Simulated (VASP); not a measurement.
Write the native input for VASP 6.6.1 that does the following.

| Item | Value |
| --- | --- |
| Task | single point |
| Functional | PBEsol |
| Potentials or basis | VASP PAW PBE potentials, release 64 (Pd) |
| Cutoff | 520 eV |
| k mesh | 18 × 18 × 6 |
| Occupations | gaussian, width 0.1 eV |
| Spin | no spin polarisation |
| Dipole correction | no |
| Further INCAR settings | ALGO = Fast; EDIFF = 1e-07; NBANDS = 28 |

The structure of Pd lies in POSCAR:

```
Pd
1.0
    2.7316062802      0.0000000000      0.0000000000
   -1.3658031401      2.3656404318      0.0000000000
    0.0000000000      0.0000000000      9.0219779949
Pd
4
Direct
    0.0000000000      0.0000000000      0.0000000000
    0.3333333333      0.6666666667      0.2500000000
    0.0000000000      0.0000000000      0.5000000000
    0.6666666667      0.3333333333      0.7500000000
```

These files were run (other wordings do the same):

INCAR

```
SYSTEM = Pd
  PREC = Accurate
  ENCUT = 520
  EDIFF = 1E-7
  ISMEAR = 0
  SIGMA = 0.1
  LREAL = .False.
  LASPH = .True.
  NELM = 100
  ALGO = Fast
  ISIF = 2
  LWAVE = .False.
  LCHARG = .False.
  GGA = PS
  NBANDS = 28
```

KPOINTS

```
regular mesh
0
Gamma
  18 18 6
  0 0 0
```

Potentials or basis: VASP PAW PBE potentials, release 64 (Pd).

Launch:

```bash
$ cat potpaw_PBE.64/Pd/POTCAR > POTCAR
$ mpirun -np 1 vasp_std > vasp.out
```

Results of the run:

* Pressure: -0.3 GPa
* Band gap on the k mesh: zero (band 20 reaches 10.06 eV, above the bottom of band 21 at 9.10 eV)

Caveat: the PAW data sets were made with another functional, which shifts forces and pressure a little.

It took 110 s on 1 thread of Intel(R) Xeon(R) 6975P-C (Granite Rapids) (shared host), peak memory 0.29 GiB.
